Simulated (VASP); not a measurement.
Input of a VASP 6.6.1 run:

File INCAR:

```
SYSTEM = CO2
PREC = Accurate
ENCUT = 520
EDIFF = 1E-6
ISMEAR = 0
SIGMA = 0.1
LREAL = .False.
LASPH = .True.
NELM = 80
ALGO = Normal
ISIF = 2
LWAVE = .False.
LCHARG = .False.
GGA = PE
IVDW = 12
NBANDS = 44
```

Contents of KPOINTS:

```
regular mesh
0
Gamma
  4 4 4
  0 0 0
```

File POSCAR:

```
CO2
1.0
    5.6300000000      0.0000000000      0.0000000000
    0.0000000000      5.6300000000      0.0000000000
    0.0000000000      0.0000000000      5.6300000000
C O
4 8
Direct
    0.0000000000      0.0000000000      0.0000000000
    0.5000000000      0.0000000000      0.5000000000
    0.5000000000      0.5000000000      0.0000000000
    0.0000000000      0.5000000000      0.5000000000
    0.1080000000      0.1080000000      0.1080000000
    0.3920000000      0.8920000000      0.6080000000
    0.6080000000      0.3920000000      0.8920000000
    0.8920000000      0.6080000000      0.3920000000
    0.8920000000      0.8920000000      0.8920000000
    0.6080000000      0.1080000000      0.3920000000
    0.3920000000      0.6080000000      0.1080000000
    0.1080000000      0.3920000000      0.6080000000
```

Potentials or basis: VASP PAW PBE potentials, release 64 (C, O).

The run is started by

```console
$ cat potpaw_PBE.64/C/POTCAR potpaw_PBE.64/O/POTCAR > POTCAR
$ mpirun -np 1 vasp_std > vasp.out
```

(1) What does it give for the largest force?

(2) Predict the pressure.

(3) What does it give for the dispersion energy per atom?

Answers

(1) 19.274 eV/Å.

(2) 47.8 GPa.

(3) -0.069 eV.

Caveat: the cell stands under pressure; forces of over 1 eV/Å act on the atoms, so gaps and moduli don't describe the material at rest.
